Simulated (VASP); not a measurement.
# Bi2Se3 (R-3m) in VASP: single point with PBE

Aim: the single point of Bi2Se3 with PBE.

All numbers are computed with VASP 6.6.1; they aren't measurements. Logs are shortened: lines on timing, memory, paths and dates and some standing lists are left out, and cuts for length are marked.

## (1) The cell of the first run

Symmetry: R-3m, No. 166, trigonal system. Conventional cell: a = 4.227 Å, b = 4.227 Å, c = 29.214 Å, α = 90.00°, β = 90.00°, γ = 120.00°. Bi (site symmetry 3m) has 6 Se at 2.89 to 3.10 Å within 3.8 Å. Within 4.3 Å of Se (site symmetry -3m) lie 6 Bi at 3.10 Å and 12 Se at 4.23 to 4.24 Å. Within 3.8 Å of Se (site symmetry 3m) lie 3 Bi at 2.89 Å and 3 Se at 3.72 Å.

## (2) Single point, PBE

File INCAR:

```
PREC = Accurate
ENCUT = 520
EDIFF = 1E-6
ISMEAR = 0
SIGMA = 0.01
LREAL = False
LASPH = True
NELM = 100
ALGO = Normal
ISIF = 2
LWAVE = False
LCHARG = True
GGA = PE
LELF = True
LVHAR = True
NBANDS = 32
```

File KPOINTS:

```
Automatic mesh
0
Gamma
  6 6 6
```

File POSCAR:

```
Bi2Se3
1.0
    2.1133149195      1.2201228420      9.7380142966
   -2.1133147378      1.2201228327      9.7380142583
    0.0000000828     -2.4402458275      9.7380142966
Bi Se
2 3
Direct
    0.3990510302      0.3990510494      0.3990510302
    0.6009489698      0.6009489506      0.6009489698
    0.0000000000      0.0000000000      0.0000000000
    0.2147170722      0.2147170433      0.2147170722
    0.7852829278      0.7852829567      0.7852829278
```

Potentials or basis: VASP PAW PBE potentials, release 64 (Bi_d, Se).

Started as:

```console
> cat potpaw_PBE.64/Bi_d/POTCAR potpaw_PBE.64/Se/POTCAR > POTCAR
> mpirun -np 1 vasp_std > vasp.out
```

OUTCAR:

```text
PREC = Accurate
   ENCUT = 520
   EDIFF = 1E-6
   ISMEAR = 0
   LREAL = False
   LASPH = True
   NELM = 100
   ISIF = 2
   GGA = PE

 ion  position               nearest neighbor table
   1  0.399  0.399  0.399-   5 2.89   5 2.89   5 2.89   3 3.10   3 3.10   3 3.10
   2  0.601  0.601  0.601-   4 2.89   4 2.89   4 2.89   3 3.10   3 3.10   3 3.10
   3  0.000  0.000  0.000-   2 3.10   1 3.10   1 3.10   2 3.10   2 3.10   1 3.10
   4  0.215  0.215  0.215-   2 2.89   2 2.89   2 2.89
   5  0.785  0.785  0.785-   1 2.89   1 2.89   1 2.89

  LATTYP: Found a trigonal (rhomboedric) cell.
 ALAT       =    10.0391095523
 COS(alpha) =     0.9113726006

  Lattice vectors:

 A1 = (   2.1133149195,   1.2201228420,   9.7380142966)
 A2 = (  -2.1133147378,   1.2201228327,   9.7380142583)
 A3 = (   0.0000000828,  -2.4402458275,   9.7380142966)

Analysis of symmetry for initial positions (statically):
=====================================================================
 Subroutine PRICEL returns:
 Original cell was already a primitive cell.

 Routine SETGRP: Setting up the symmetry group for a
 trigonal (rhombohedral) supercell.

 Subroutine GETGRP returns: Found 12 space group operations
 (whereof 12 operations were pure point group operations)
 out of a pool of 12 trial point group operations.

The static configuration has the point symmetry D_3d.

Analysis of symmetry for dynamics (positions and initial velocities):
=====================================================================
 Subroutine PRICEL returns:
 Original cell was already a primitive cell.

 Routine SETGRP: Setting up the symmetry group for a
 trigonal (rhombohedral) supercell.

 Subroutine GETGRP returns: Found 12 space group operations
 (whereof 12 operations were pure point group operations)
 out of a pool of 12 trial point group operations.

The dynamic configuration has the point symmetry D_3d.

 Subroutine INISYM returns: Found 12 space group operations
 (whereof 12 operations are pure point group operations),
 and found     1 'primitive' translations

----------------------------------------------------------------------------------------

                                     Primitive cell

  volume of cell :     150.6570

  direct lattice vectors                    reciprocal lattice vectors
     2.113314920  1.220122842  9.738014297     0.236595131  0.136598262  0.034230112
    -2.113314738  1.220122833  9.738014258    -0.236595132  0.136598263  0.034230116
     0.000000083 -2.440245828  9.738014297     0.000000000 -0.273196525  0.034230112

  length of vectors
    10.039109629 10.039109552 10.039109629     0.275332602  0.275332604  0.275332602

  position of ions in fractional coordinates (direct lattice)
     0.399051030  0.399051049  0.399051030
     0.600948970  0.600948951  0.600948970
     0.000000000  0.000000000  0.000000000
     0.214717072  0.214717043  0.214717072
     0.785282928  0.785282957  0.785282928

  ion indices of the primitive-cell ions
   primitive index   ion index
                 1           1
                 2           2
                 3           3
                 4           4
                 5           5

----------------------------------------------------------------------------------------

 KPOINTS: Automatic mesh

Automatic generation of k-mesh.
 Grid dimensions read from file:
 generate k-points for:    6    6    6

 Generating k-lattice:

  Cartesian coordinates                     Fractional coordinates (reciprocal lattice)
     0.039432522  0.022766377  0.005705019     0.166666667 -0.000000000  0.000000000
    -0.039432522  0.022766377  0.005705019     0.000000000  0.166666667 -0.000000000
     0.000000000 -0.045532754  0.005705019     0.000000000  0.000000000  0.166666667

  Length of vectors
     0.045888767  0.045888767  0.045888767

  Shift w.r.t. Gamma in fractional coordinates (k-lattice)
     0.000000000  0.000000000  0.000000000

 Subroutine IBZKPT returns following result:
 ===========================================

 Found     32 irreducible k-points:

 Following reciprocal coordinates:
            Coordinates               Weight
  0.000000  0.000000  0.000000      1.000000
  0.166667 -0.000000  0.000000      6.000000
  0.333333 -0.000000  0.000000      6.000000
  0.500000  0.000000  0.000000      3.000000
  0.166667  0.166667  0.000000      6.000000
  0.333333  0.166667  0.000000     12.000000
[... 16 lines left out ...]
  0.500000  0.500000  0.166667      6.000000
 -0.333333  0.500000  0.166667     12.000000
 [... further k-points ...]
   k-points           NKPTS =     32   k-points in BZ     NKDIM =     32   number of bands    NBANDS=     32
   number of dos      NEDOS =    301   number of ions     NIONS =      5
   total plane-waves  NPLWV = 512000
   dimension x,y,z NGX =    80 NGY =   80 NGZ =   80
   dimension x,y,z NGXF=   160 NGYF=  160 NGZF=  160
   ions per type =               2   3
   NGX,Y,Z   is equivalent  to a cutoff of  13.25, 13.25, 13.25 a.u.
   NGXF,Y,Z  is equivalent  to a cutoff of  26.50, 26.50, 26.50 a.u.
 SYSTEM =  unknown system
   PREC   = accura    normal or accurate (medium, high low for compatibility)
   ISTART =      0    job   : 0-new  1-cont  2-samecut
   ICHARG =      2    charge: 1-file 2-atom 10-const
   ISPIN  =      1    spin polarized calculation?
   LNONCOLLINEAR =      F non collinear calculations
   LSORBIT =      F    spin-orbit coupling
   LASPH  =      T    aspherical Exc in radial PAW
   ENCUT  =  520.0 eV  38.22 Ry    6.18 a.u.  18.67 18.67 18.67*2*pi/ulx,y,z
   NELM   =    100;   NELMIN=  2; NELMDL= -5     # of ELM steps
   EDIFF  = 0.1E-05   stopping-criterion for ELM
   LREAL  =      F    real-space projection
   EDIFFG = 0.1E-04   stopping-criterion for IOM
   NSW    =      0    number of steps for IOM
   IBRION =     -1    ionic relax: 0-MD 1-quasi-New 2-CG
   NFREE  =      0    steps in history (QN), initial steepest desc. (CG)
   ISIF   =      2    stress and relaxation
   ISYM   =      2    0-nonsym 1-usesym 2-fastsym
   POTIM  = 0.5000    time-step for ionic-motion
   TEBEG  =    0.0;   TEEND  =   0.0 temperature during run
   PSTRESS=    0.0 pullay stress
   NELECT =      48.0000    total number of electrons
   NUPDOWN=      -1.0000    fix difference up-down
   EMIN   =  10.00;   EMAX   =-10.00  energy-range for DOS
   EFERMI =   0.00;   METHOD = LEGACY
   ISMEAR =     0;   SIGMA  =   0.01  broadening in eV -4-tet -1-fermi 0-gaus
   EFERMI_NEDOS =   21; number of points for ismear=-14 and -15
   IALGO  =     38    algorithm
   IMIX   =      4    mixing-type and parameters
     AMIX     =   0.40;   BMIX     =  1.00
     AMIX_MAG =   1.60;   BMIX_MAG =  1.00
  volume/ion in A,a.u.               =      30.13       203.34
  Fermi-wavevector in a.u.,A,eV,Ry     =   1.118129  2.112958 17.010188  1.250214
  Thomas-Fermi vector in A             =   2.254758
   LORBIT       =      0    0 simple, 1 ext, 2 COOP (PROOUT), +10 PAW based schemes
   GGA     = PE    functional components
   LHFCALC =     F    Hartree Fock is set to
   AEXX    =    0.0000 exact exchange contribution
   IVDW    =     0    specifies the selected vdW correction
   LEPSILON=     F    determine dielectric tensor
   LRPA    =     F    only Hartree local field effects (RPA)
 non-spin polarized calculation
 Gauss-broadening in eV      SIGMA  =   0.01
  energy-cutoff  :      520.00
  volume of cell :      150.66
 maximum number of plane-waves:      4074
 NGX is ok and might be reduce to    80
   NGX = 37   NGY = 37   NGZ = 37

 number of electron      48.0000006 magnetization

 Free energy of the ion-electron system (eV)
  ---------------------------------------------------
  ext. energy  EPLUGINS =         0.00000000
  ---------------------------------------------------
  free energy    TOTEN  =       -20.21659712 eV

  energy without entropy =      -20.21659712  energy(sigma->0) =      -20.21659712

 E-fermi :   4.2366     XC(G=0):  -9.1953

 val. band max:        4.1326410047   @ k =   0.0000   0.0000   0.0000
 cond. band min:       4.4311058695   @ k =   0.0000   0.0000   0.0000
 fundamental gap:      0.2984648648
 Fermi energy:         4.2366416756

 k-point     1 :       0.0000    0.0000    0.0000
  band No.  band energies     occupation
      1     -18.7929      2.00000
      2     -18.7927      2.00000
      3     -18.7927      2.00000
      4     -18.7911      2.00000
      5     -18.7911      2.00000
      6     -18.7908      2.00000
[... 24 lines left out ...]
     31      10.3290      0.00000
     32      11.0415      0.00000

 k-point     2 :       0.1667   -0.0000    0.0000
  band No.  band energies     occupation
      1     -18.7963      2.00000
      2     -18.7943      2.00000
      3     -18.7891      2.00000
      4     -18.7880      2.00000
      5     -18.7877      2.00000
      6     -18.7863      2.00000
[... 24 lines left out ...]
     31       9.5662      0.00000
     32      10.4005      0.00000

 k-point     3 :       0.3333   -0.0000    0.0000
  band No.  band energies     occupation
      1     -18.8046      2.00000
      2     -18.8011      2.00000
      3     -18.7909      2.00000
      4     -18.7861      2.00000
      5     -18.7856      2.00000
      6     -18.7819      2.00000
[... 24 lines left out ...]
     31       8.7617      0.00000
     32      10.8840      0.00000

 k-point     4 :       0.5000    0.0000    0.0000
  band No.  band energies     occupation
      1     -18.8093      2.00000
      2     -18.8048      2.00000
      3     -18.7927      2.00000
      4     -18.7878      2.00000
      5     -18.7865      2.00000
      6     -18.7818      2.00000
[... 24 lines left out ...]
     31       8.5705      0.00000
     32      10.5964      0.00000

 k-point     5 :       0.1667    0.1667    0.0000
  band No.  band energies     occupation
      1     -18.7962      2.00000
      2     -18.7943      2.00000
      3     -18.7891      2.00000
      4     -18.7880      2.00000
      5     -18.7877      2.00000
      6     -18.7863      2.00000
[... 584 lines left out ...]
     31       9.2873      0.00000
     32      10.4514      0.00000

 k-point    22 :      -0.1667    0.3333    0.1667
  band No.  band energies     occupation
      1     -18.8039      2.00000
      2     -18.8005      2.00000
      3     -18.7897      2.00000
      4     -18.7887      2.00000
      5     -18.7850      2.00000
      6     -18.7840      2.00000
[... 24 lines left out ...]
     31       9.0152      0.00000
     32      11.1173      0.00000

 k-point    23 :       0.5000    0.5000    0.1667
  band No.  band energies     occupation
      1     -18.8046      2.00000
      2     -18.8011      2.00000
      3     -18.7909      2.00000
      4     -18.7862      2.00000
      5     -18.7857      2.00000
      6     -18.7819      2.00000
[... 24 lines left out ...]
     31       8.7975      0.00000
     32      10.6921      0.00000

 k-point    24 :      -0.3333    0.5000    0.1667
  band No.  band energies     occupation
      1     -18.8039      2.00000
      2     -18.8005      2.00000
      3     -18.7897      2.00000
      4     -18.7887      2.00000
      5     -18.7849      2.00000
      6     -18.7840      2.00000
[... 24 lines left out ...]
     31       9.0914      0.00000
     32      10.8399      0.00000

 [... further k-points ...]
[... 5 lines left out ...]
  --------------------------------------------------------------------------------------
  -------------------------------------------------------------------------------------
  Total       -0.2790372     -0.2790372      0.5963802     -0.0000000     -0.0000000      0.0000000
  in kB       -2.9674485     -2.9674485      6.3422650     -0.0000000     -0.0000000      0.0000000
  external PRESSURE =       0.1357893 kB  Pullay stress =       0.0000000 kB

 VOLUME and BASIS-vectors are now :
 -----------------------------------------------------------------------------
  energy-cutoff  :      520.00
  volume of cell :      150.66
      direct lattice vectors                 reciprocal lattice vectors
     2.113314920  1.220122842  9.738014297     0.236595131  0.136598262  0.034230112
    -2.113314738  1.220122833  9.738014258    -0.236595132  0.136598263  0.034230116
     0.000000083 -2.440245828  9.738014297     0.000000000 -0.273196525  0.034230112

 POSITION                                       TOTAL-FORCE (eV/Angst)
 -----------------------------------------------------------------------------------
      0.00000     -0.00000     11.65789        -0.000000      0.000000     -0.010211
      0.00000     -0.00000     17.55615         0.000000     -0.000000      0.010211
      0.00000      0.00000      0.00000        -0.000000      0.000000     -0.000000
      0.00000     -0.00000      6.27275        -0.000000      0.000000     -0.011145
      0.00000     -0.00000     22.94129         0.000000     -0.000000      0.011145
 -----------------------------------------------------------------------------------
    total drift:                                0.000000      0.000000      0.000000

  FREE ENERGIE OF THE ION-ELECTRON SYSTEM (eV)
  ---------------------------------------------------
  free  energy   TOTEN  =       -20.2165971154 eV

  energy  without entropy=      -20.2165971154  energy(sigma->0) =      -20.21659712
```

Wall time 26 min (1 thread of AMD EPYC 7R13 (Zen 3), shared host); peak memory 0.91 GiB.

What came out:

| Property | Result |
| --- | --- |
| Free energy | -20.2166 eV |
| Pressure | 0.0 GPa |
| Largest force | 0.011 eV/Å |
| Band gap on the k mesh | 0.30 eV |

Forces on the atoms (eV/Å):
```
Bi   0.000  0.000 -0.010
Bi   0.000  0.000  0.010
Se   0.000  0.000  0.000
Se   0.000  0.000 -0.011
Se   0.000  0.000  0.011
```

Stress tensor (GPa, compression positive):
```
-0.30  0.00  0.00
 0.00 -0.30  0.00
 0.00  0.00  0.63
```

Caveat: spin-orbit coupling is left out, which moves the levels of the heavy elements. A k mesh can miss the band edges.
